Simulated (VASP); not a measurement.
Au, 1 atom in the cell. Symmetry: Im-3m, No. 229, cubic system. Conventional cell: a = 3.315 Å, b = 3.315 Å, c = 3.315 Å, α = 90.00°, β = 90.00°, γ = 90.00°. Au (site symmetry m-3m) has 14 Au at 2.87 to 3.31 Å within 3.8 Å. 

```yaml
Program: VASP 6.6.1
Task: single point
Functional: LDA
Potentials_or_basis: VASP PAW LDA potentials, release 64 (Au)
Cutoff: 520 eV
k_mesh: 11 × 11 × 11
Occupations: fermi-dirac, width 0.05 eV
Spin: no spin polarisation
Dipole_correction: no
Further_INCAR_settings: ALGO = Fast; EDIFF = 1e-07; NBANDS = 12
```

Potentials or basis: VASP PAW LDA potentials, release 64 (Au).

Command:

```console
$ cat potpaw_LDA.64/Au/POTCAR > POTCAR
$ mpirun -np 1 vasp_std > vasp.out
```

Hardware: 1 thread of Intel(R) Xeon(R) Platinum 8488C (Sapphire Rapids), on a shared host.

**Question.** How long does it take, and how much memory?

**Answer.** It took 8.6 s on 1 thread of Intel(R) Xeon(R) Platinum 8488C (Sapphire Rapids), with other jobs on the host, peak memory 0.13 GiB. Counts: scf iterations 13, k points 56.
